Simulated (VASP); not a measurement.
# MgB2 (P6/mmm) in VASP: notebook

The runs below take MgB2 through single point, with r2SCAN.

All numbers are computed with VASP 6.6.1; they aren't measurements. Logs are shortened: lines on timing, memory, paths and dates and some standing lists are left out, and cuts for length are marked.

### 1 The cell of the first run

It takes space group P6/mmm (No. 191, hexagonal). Conventional cell: a = 3.044 Å, b = 3.044 Å, c = 3.459 Å, α = 90.00°, β = 90.00°, γ = 120.00°. Within 3.3 Å of Mg (site symmetry 6/mmm) lie 12 B at 2.47 Å and 6 Mg at 3.04 Å. Within 2.3 Å of B (site symmetry -6m2) lie 3 B at 1.76 Å.

### 2 Single point, r2SCAN (9.26 Å³/atom)

POSCAR

```
MgB2
1.0
    3.0444684625      0.0000000000      0.0000000000
   -1.5222342312      2.6365870295      0.0000000000
    0.0000000000      0.0000000000      3.4590108610
Mg B
1 2
Direct
    0.0000000000      0.0000000000      0.0000000000
    0.3333333333      0.6666666667      0.5000000000
    0.6666666667      0.3333333333      0.5000000000
```

INCAR.step1

```
PREC = Accurate
ENCUT = 920
ISMEAR = 0
SIGMA = 0.1
LREAL = False
LASPH = True
NELM = 120
NBANDS = 15
GGA = PE
ALGO = Normal
EDIFF = 1E-5
LWAVE = True
LCHARG = False
GGA_COMPAT = False
```

INCAR.step2

```
PREC = Accurate
ENCUT = 920
EDIFF = 1E-6
ISMEAR = 0
SIGMA = 0.1
LREAL = False
LASPH = True
NELM = 120
ALGO = Normal
ISIF = 2
LWAVE = False
LCHARG = False
METAGGA = R2SCAN
LMIXTAU = True
NBANDS = 15
ISTART = 1
GGA_COMPAT = False
```

KPOINTS

```
regular mesh
0
Gamma
  18 18 12
```

Potentials or basis: VASP PAW PBE potentials, release 64 (Mg_sv, B).

Started as:

```sh
$ cat potpaw_PBE.64/Mg_sv/POTCAR potpaw_PBE.64/B/POTCAR > POTCAR
$ cp INCAR.step1 INCAR
$ mpirun -np 1 vasp_std > vasp.out
$ cp INCAR.step2 INCAR
$ mpirun -np 1 vasp_std > vasp.out
```

OUTCAR:

```text
PREC = Accurate
   ENCUT = 920
   EDIFF = 1E-6
   ISMEAR = 0
   LREAL = False
   LASPH = True
   NELM = 120
   ISIF = 2
   METAGGA = R2SCAN
   ISTART = 1

 ion  position               nearest neighbor table
   1  0.000  0.000  0.000-
   2  0.333  0.667  0.500-   3 1.76   3 1.76   3 1.76
   3  0.667  0.333  0.500-   2 1.76   2 1.76   2 1.76

  LATTYP: Found a hexagonal cell.
 ALAT       =     3.0444684625
 C/A-ratio  =     1.1361624873

  Lattice vectors:

 A1 = (   3.0444684625,   0.0000000000,   0.0000000000)
 A2 = (  -1.5222342312,   2.6365870295,   0.0000000000)
 A3 = (   0.0000000000,   0.0000000000,   3.4590108610)

Analysis of symmetry for initial positions (statically):
=====================================================================
 Subroutine PRICEL returns:
 Original cell was already a primitive cell.

 Routine SETGRP: Setting up the symmetry group for a
 hexagonal supercell.

 Subroutine GETGRP returns: Found 24 space group operations
 (whereof 24 operations were pure point group operations)
 out of a pool of 24 trial point group operations.

The static configuration has the point symmetry D_6h.

Analysis of symmetry for dynamics (positions and initial velocities):
=====================================================================
 Subroutine PRICEL returns:
 Original cell was already a primitive cell.

 Routine SETGRP: Setting up the symmetry group for a
 hexagonal supercell.

 Subroutine GETGRP returns: Found 24 space group operations
 (whereof 24 operations were pure point group operations)
 out of a pool of 24 trial point group operations.

The dynamic configuration has the point symmetry D_6h.

 Subroutine INISYM returns: Found 24 space group operations
 (whereof 24 operations are pure point group operations),
 and found     1 'primitive' translations

----------------------------------------------------------------------------------------

                                     Primitive cell

  volume of cell :      27.7655

  direct lattice vectors                    reciprocal lattice vectors
     3.044468462  0.000000000  0.000000000     0.328464562  0.189639103  0.000000000
    -1.522234231  2.636587029  0.000000000     0.000000000  0.379278207  0.000000000
     0.000000000  0.000000000  3.459010861     0.000000000  0.000000000  0.289099988

  length of vectors
     3.044468462  3.044468462  3.459010861     0.379278207  0.379278207  0.289099988

  position of ions in fractional coordinates (direct lattice)
     0.000000000  0.000000000  0.000000000
     0.333333333  0.666666667  0.500000000
     0.666666667  0.333333333  0.500000000

  ion indices of the primitive-cell ions
   primitive index   ion index
                 1           1
                 2           2
                 3           3

----------------------------------------------------------------------------------------

 KPOINTS: regular mesh

Automatic generation of k-mesh.
 Grid dimensions read from file:
 generate k-points for:   18   18   12

 Generating k-lattice:

  Cartesian coordinates                     Fractional coordinates (reciprocal lattice)
     0.018248031  0.010535506  0.000000000     0.055555556  0.000000000  0.000000000
     0.000000000  0.021071011  0.000000000     0.000000000  0.055555556  0.000000000
     0.000000000  0.000000000  0.024091666     0.000000000  0.000000000  0.083333333

  Length of vectors
     0.021071011  0.021071011  0.024091666

  Shift w.r.t. Gamma in fractional coordinates (k-lattice)
     0.000000000  0.000000000  0.000000000

 Subroutine IBZKPT returns following result:
 ===========================================

 Found    259 irreducible k-points:

 Following reciprocal coordinates:
            Coordinates               Weight
  0.000000  0.000000  0.000000      1.000000
  0.055556  0.000000  0.000000      6.000000
  0.111111  0.000000  0.000000      6.000000
  0.166667  0.000000  0.000000      6.000000
  0.222222 -0.000000  0.000000      6.000000
  0.277778 -0.000000  0.000000      6.000000
[... 16 lines left out ...]
  0.333333  0.111111  0.000000     12.000000
  0.388889  0.111111  0.000000     12.000000
 [... further k-points ...]
   k-points           NKPTS =    259   k-points in BZ     NKDIM =    259   number of bands    NBANDS=     15
   number of dos      NEDOS =    301   number of ions     NIONS =      3
   total plane-waves  NPLWV =  32400
   dimension x,y,z NGX =    30 NGY =   30 NGZ =   36
   dimension x,y,z NGXF=    60 NGYF=   60 NGZF=   72
   ions per type =               1   2
   NGX,Y,Z   is equivalent  to a cutoff of  16.38, 16.38, 17.30 a.u.
   NGXF,Y,Z  is equivalent  to a cutoff of  32.76, 32.76, 34.60 a.u.
 SYSTEM =  unknown system
   PREC   = accura    normal or accurate (medium, high low for compatibility)
   ISTART =      1    job   : 0-new  1-cont  2-samecut
   ICHARG =      0    charge: 1-file 2-atom 10-const
   ISPIN  =      1    spin polarized calculation?
   LNONCOLLINEAR =      F non collinear calculations
   LSORBIT =      F    spin-orbit coupling
   LASPH  =      T    aspherical Exc in radial PAW
   ENCUT  =  920.0 eV  67.62 Ry    8.22 a.u.   7.53  7.53  8.55*2*pi/ulx,y,z
   NELM   =    120;   NELMIN=  2; NELMDL=  0     # of ELM steps
   EDIFF  = 0.1E-05   stopping-criterion for ELM
   LREAL  =      F    real-space projection
   EDIFFG = 0.1E-04   stopping-criterion for IOM
   NSW    =      0    number of steps for IOM
   IBRION =     -1    ionic relax: 0-MD 1-quasi-New 2-CG
   NFREE  =      0    steps in history (QN), initial steepest desc. (CG)
   ISIF   =      2    stress and relaxation
   ISYM   =      2    0-nonsym 1-usesym 2-fastsym
   POTIM  = 0.5000    time-step for ionic-motion
   TEBEG  =    0.0;   TEEND  =   0.0 temperature during run
   PSTRESS=    0.0 pullay stress
   NELECT =      16.0000    total number of electrons
   NUPDOWN=      -1.0000    fix difference up-down
   EMIN   =  10.00;   EMAX   =-10.00  energy-range for DOS
   EFERMI =   0.00;   METHOD = LEGACY
   ISMEAR =     0;   SIGMA  =   0.10  broadening in eV -4-tet -1-fermi 0-gaus
   EFERMI_NEDOS =   21; number of points for ismear=-14 and -15
   IALGO  =     38    algorithm
   IMIX   =      4    mixing-type and parameters
     AMIX     =   0.40;   BMIX     =  1.00
     AMIX_MAG =   1.60;   BMIX_MAG =  1.00
  volume/ion in A,a.u.               =       9.26        62.46
  Fermi-wavevector in a.u.,A,eV,Ry     =   1.362322  2.574415 25.251328  1.855920
  Thomas-Fermi vector in A             =   2.488821
   LORBIT       =      0    0 simple, 1 ext, 2 COOP (PROOUT), +10 PAW based schemes
   METAGGA = R2SCAN    functional components
   LHFCALC =     F    Hartree Fock is set to
   AEXX    =    0.0000 exact exchange contribution
   IVDW    =     0    specifies the selected vdW correction
   LEPSILON=     F    determine dielectric tensor
   LRPA    =     F    only Hartree local field effects (RPA)
 non-spin polarized calculation
 Gauss-broadening in eV      SIGMA  =   0.10
  energy-cutoff  :      920.00
  volume of cell :       27.77
 maximum number of plane-waves:      1793
   NGX = 15   NGY = 15   NGZ = 17

 number of electron      15.9999999 magnetization

 Free energy of the ion-electron system (eV)
  ---------------------------------------------------
  ext. energy  EPLUGINS =         0.00000000
  ---------------------------------------------------
  free energy    TOTEN  =       -19.40211297 eV

  energy without entropy =      -19.39923378  energy(sigma->0) =      -19.40067338

 E-fermi :   5.3952     XC(G=0): -12.0206

 val. band max:        5.3701343563   @ k =   0.4444  -0.0000   0.0000
 cond. band min:       5.4083000002   @ k =   0.4444   0.1111   0.0833
 fundamental gap:      0.0381656439
 Fermi energy:         5.3951964073

 k-point     1 :       0.0000    0.0000    0.0000
  band No.  band energies     occupation
      1     -72.7144      2.00000
      2     -37.8195      2.00000
      3     -37.8195      2.00000
      4     -37.8096      2.00000
      5      -8.0811      2.00000
      6       2.2531      2.00000
      7       5.7933      0.00000
      8       5.7933      0.00000
      9       7.5995      0.00000
     10      12.1748      0.00000
     11      12.1748      0.00000
     12      14.2925      0.00000
     13      16.5772      0.00000
     14      19.7328      0.00000
     15      23.1573      0.00000

 k-point     2 :       0.0556    0.0000    0.0000
  band No.  band energies     occupation
      1     -72.7143      2.00000
      2     -37.8209      2.00000
      3     -37.8198      2.00000
      4     -37.8094      2.00000
      5      -8.0229      2.00000
      6       2.3094      2.00000
      7       5.4800      0.23041
      8       5.6457      0.00040
      9       7.6449      0.00000
     10      12.1813      0.00000
     11      12.4425      0.00000
     12      14.4210      0.00000
     13      16.3446      0.00000
     14      20.0074      0.00000
     15      22.8888      0.00000

 k-point     3 :       0.1111    0.0000    0.0000
  band No.  band energies     occupation
      1     -72.7139      2.00000
      2     -37.8249      2.00000
      3     -37.8208      2.00000
      4     -37.8088      2.00000
      5      -7.8488      2.00000
      6       2.4777      2.00000
      7       4.6598      2.00000
      8       5.2692      1.92523
      9       7.7897      0.00000
     10      12.0886      0.00000
     11      13.1775      0.00000
     12      14.8185      0.00000
     13      15.6907      0.00000
     14      20.7697      0.00000
     15      22.2694      0.00000

 k-point     4 :       0.1667    0.0000    0.0000
  band No.  band energies     occupation
      1     -72.7134      2.00000
      2     -37.8311      2.00000
      3     -37.8223      2.00000
      4     -37.8078      2.00000
      5      -7.5598      2.00000
      6       2.7565      2.00000
      7       3.5549      2.00000
      8       4.7886      2.00000
      9       8.0343      0.00000
     10      11.8453      0.00000
     11      14.2489      0.00000
     12      14.7240      0.00000
     13      15.3413      0.00000
     14      21.6104      0.00000
     15      21.8937      0.00000
[... 307 lines left out ...]
 k-point    22 :       0.2778    0.1111    0.0000
  band No.  band energies     occupation
      1     -72.7111      2.00000
      2     -37.8540      2.00000
      3     -37.8305      2.00000
      4     -37.8039      2.00000
      5      -5.8588      2.00000
      6      -0.0562      2.00000
      7       2.5670      2.00000
      8       4.3601      2.00000
      9       9.5828      0.00000
     10      10.9808      0.00000
     11      11.9576      0.00000
     12      14.8896      0.00000
     13      18.0948      0.00000
     14      18.2091      0.00000
     15      20.4905      0.00000

 k-point    23 :       0.3333    0.1111    0.0000
  band No.  band energies     occupation
      1     -72.7106      2.00000
      2     -37.8592      2.00000
      3     -37.8323      2.00000
      4     -37.8030      2.00000
      5      -5.1440      2.00000
      6      -1.1911      2.00000
      7       2.2801      2.00000
      8       4.9797      2.00000
      9       9.9357      0.00000
     10      10.0856      0.00000
     11      11.7409      0.00000
     12      14.6346      0.00000
     13      17.7751      0.00000
     14      19.1510      0.00000
     15      20.3320      0.00000

 k-point    24 :       0.3889    0.1111    0.0000
  band No.  band energies     occupation
      1     -72.7103      2.00000
      2     -37.8627      2.00000
      3     -37.8336      2.00000
      4     -37.8024      2.00000
      5      -4.3553      2.00000
      6      -2.2400      2.00000
      7       2.1078      2.00000
      8       5.5530      0.02568
      9       9.0953      0.00000
     10      10.4875      0.00000
     11      11.6243      0.00000
     12      14.2531      0.00000
     13      17.5215      0.00000
     14      19.8268      0.00000
     15      20.7811      0.00000

 [... further k-points ...]
[... 5 lines left out ...]
  --------------------------------------------------------------------------------------
  -------------------------------------------------------------------------------------
  Total        0.8846648      0.8846648      0.8597390      0.0000000     -0.0000000     -0.0000000
  in kB       51.0485998     51.0485998     49.6102801      0.0000000     -0.0000000     -0.0000000
  external PRESSURE =      50.5691599 kB  Pullay stress =       0.0000000 kB

 VOLUME and BASIS-vectors are now :
 -----------------------------------------------------------------------------
  energy-cutoff  :      920.00
  volume of cell :       27.77
      direct lattice vectors                 reciprocal lattice vectors
     3.044468462  0.000000000  0.000000000     0.328464562  0.189639103  0.000000000
    -1.522234231  2.636587029  0.000000000     0.000000000  0.379278207  0.000000000
     0.000000000  0.000000000  3.459010861     0.000000000  0.000000000  0.289099988

 POSITION                                       TOTAL-FORCE (eV/Angst)
 -----------------------------------------------------------------------------------
      0.00000      0.00000      0.00000        -0.000000      0.000000      0.000000
     -0.00000      1.75772      1.72951        -0.000000      0.000000      0.000000
      1.52223      0.87886      1.72951         0.000000      0.000000     -0.000000
 -----------------------------------------------------------------------------------
    total drift:                                0.000000     -0.000000      0.000000

  FREE ENERGIE OF THE ION-ELECTRON SYSTEM (eV)
  ---------------------------------------------------
  free  energy   TOTEN  =       -19.4021129746 eV

  energy  without entropy=      -19.3992337805  energy(sigma->0) =      -19.40067338
```

Wall time 12 min (1 thread of Intel Xeon Platinum 8259CL at 2.50GHz (Skylake/Cascade Lake), shared host); peak memory 0.36 GiB.

Results:

```
Free energy            : -19.4021 eV
Pressure               : 5.1 GPa
Band gap on the k mesh : zero (bands 8 and 9 overlap by 4.13 eV)
```

Caveat: the cell stands under pressure; the PAW data sets were made with another functional, which shifts forces and pressure a little.

### 3 Single point, r2SCAN (8.97 Å³/atom)

This run uses another cell than the first one, of 8.97 Å³/atom.

POSCAR

```
MgB2
1.0
    3.0188182257      0.0000000000      0.0000000000
   -1.5094091128      2.6143732728      0.0000000000
    0.0000000000      0.0000000000      3.4092360925
Mg B
1 2
Direct
    0.0000000000      0.0000000000      0.0000000000
    0.3333333333      0.6666666667      0.5000000000
    0.6666666667      0.3333333333      0.5000000000
```

INCAR.step1

```
  PREC = Accurate
  ENCUT = 920
  ISMEAR = 0
  SIGMA = 0.1
  LREAL = False
  LASPH = True
  NELM = 120
  NBANDS = 15
  GGA = PE
  ALGO = Normal
  EDIFF = 1E-5
  LWAVE = True
  LCHARG = False
  GGA_COMPAT = False
```

INCAR.step2

```
  PREC = Accurate
  ENCUT = 920
  EDIFF = 1E-6
  ISMEAR = 0
  SIGMA = 0.1
  LREAL = False
  LASPH = True
  NELM = 120
  ALGO = Normal
  ISIF = 2
  LWAVE = False
  LCHARG = True
  METAGGA = R2SCAN
  LMIXTAU = True
  LELF = True
  LVHAR = True
  NBANDS = 15
  ISTART = 1
  GGA_COMPAT = False
```

KPOINTS is that of step 2.

Potentials or basis: VASP PAW PBE potentials, release 64 (Mg_sv, B).

Started as:

```sh
$ cat potpaw_PBE.64/Mg_sv/POTCAR potpaw_PBE.64/B/POTCAR > POTCAR
$ cp INCAR.step1 INCAR
$ mpirun -np 1 vasp_std > vasp.out
$ cp INCAR.step2 INCAR
$ mpirun -np 1 vasp_std > vasp.out
```

It took 13 min on 1 thread of Intel Xeon Platinum 8259CL at 2.50GHz (Skylake/Cascade Lake), shared host; peak memory 0.35 GiB.

It converged, with:

- Free energy: -19.3595 eV
- Pressure: 10.6 GPa
- Band gap on the k mesh: zero (bands 8 and 9 overlap by 4.26 eV)

Stress tensor (GPa, compression positive):
```
10.68  0.00  0.00
 0.00 10.68  0.00
 0.00  0.00 10.55
```

Levels at points of the mesh, in eV from the Fermi level:
```tsv
k point	band 6	band 7	band 8	band 9	band 10	band 11
(0.00, 0.00, 0.00)	-3.13	0.39	0.39	2.39	6.86	6.86
(0.50, 0.00, 0.00)	-8.61	-2.45	0.27	3.57	4.25	6.36
(0.00, 0.00, 0.50)	-8.06	0.85	0.85	7.15	7.15	8.93
(0.50, 0.00, 0.50)	-7.60	-3.92	-2.13	-1.27	6.49	10.01
```

Caveat: the cell stands under pressure; the PAW data sets were made with another functional, which shifts forces and pressure a little.

The gap in the log of VASP goes by the Fermi energy; the results here count the filled bands.